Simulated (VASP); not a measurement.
# Sr8H11I4 (a cell with a defect): single point with PBEsol

The system is Sr8H11I4 (a cell with a defect).

```
CELL_PARAMETERS angstrom
0.00000 0.00000 -7.52475
4.17476 7.23090 0.00000
4.17476 -7.23090 0.00000
ATOMIC_POSITIONS crystal
Sr 0.31055 0.34399 0.67199
Sr 0.32063 0.33333 0.16667
Sr 0.31055 0.82801 0.67199
Sr 0.31055 0.82801 0.15601
Sr 0.68945 0.17199 0.32801
Sr 0.68945 0.17199 0.84399
Sr 0.68945 0.65601 0.32801
Sr 0.67937 0.66667 0.83333
H 0.50000 0.00000 0.00000
H 0.50000 0.50000 0.50000
H 0.50000 0.50000 0.00000
H 0.63022 0.31291 0.65645
H 0.64324 0.33333 0.16667
H 0.63022 0.84355 0.65645
H 0.63022 0.84355 0.18709
H 0.36978 0.15645 0.34355
H 0.36978 0.15645 0.81291
H 0.36978 0.68709 0.34355
H 0.35676 0.66667 0.83333
I 0.00000 0.00000 0.50000
I 0.00000 0.00000 0.00000
I 0.00000 0.50000 0.50000
I 0.00000 0.50000 0.00000
```

| Quantity | Value |
| --- | --- |
| Program | VASP 6.6.1 |
| Task | single point |
| Functional | PBEsol |
| Potentials or basis | VASP PAW PBE potentials, release 64 (Sr_sv, H, I) |
| Cutoff | 520 eV |
| k mesh | 4 × 3 × 3 |
| Occupations | gaussian, width 0.05 eV |
| Spin | no spin polarisation |

```json
{"Largest force": "0.017 eV/Å"}
```

Forces on the atoms (eV/Å):
```
Sr  -0.010 -0.006  0.012
Sr   0.000  0.000  0.010
Sr   0.000  0.011  0.012
Sr   0.010 -0.006  0.012
Sr   0.000 -0.011 -0.012
Sr  -0.010  0.006 -0.012
Sr   0.010  0.006 -0.012
Sr   0.000  0.000 -0.010
H    0.000  0.000  0.000
H    0.000  0.000  0.000
H    0.000  0.000  0.000
H   -0.001 -0.001 -0.013
H    0.000  0.000  0.006
H    0.000  0.001 -0.013
H    0.001 -0.001 -0.013
H    0.000 -0.001  0.013
H   -0.001  0.001  0.013
H    0.001  0.001  0.013
H    0.000  0.000 -0.006
I    0.000  0.000  0.000
I    0.000  0.000  0.000
I    0.000  0.000  0.000
I    0.000  0.000  0.000
```

Levels at points of the mesh, in eV from the Fermi level:
| k point | band 56 | band 57 | band 58 | band 59 | band 60 | band 61 | band 62 | band 63 |
| --- | --- | --- | --- | --- | --- | --- | --- | --- |
| (0.00, 0.00, 0.00) | -1.46 | -1.46 | -1.32 | -0.55 | 2.76 | 3.60 | 3.63 | 3.63 |
| (0.50, 0.00, 0.00) | -1.50 | -1.37 | -1.37 | -0.23 | 2.80 | 2.94 | 2.94 | 3.52 |

Wall time 15 min on 1 thread of Intel(R) Xeon(R) Platinum 8488C (Sapphire Rapids), on a shared host, peak memory 0.61 GiB.

Caveat: the cell carries a net charge on a neutralising background, which shifts energy and pressure; the cell is charged against a uniform background, so pressure and absolute levels hang on convention; the PAW data sets were made with another functional, which shifts forces and pressure a little; spin-orbit coupling is left out, which moves the levels of the heavy elements.
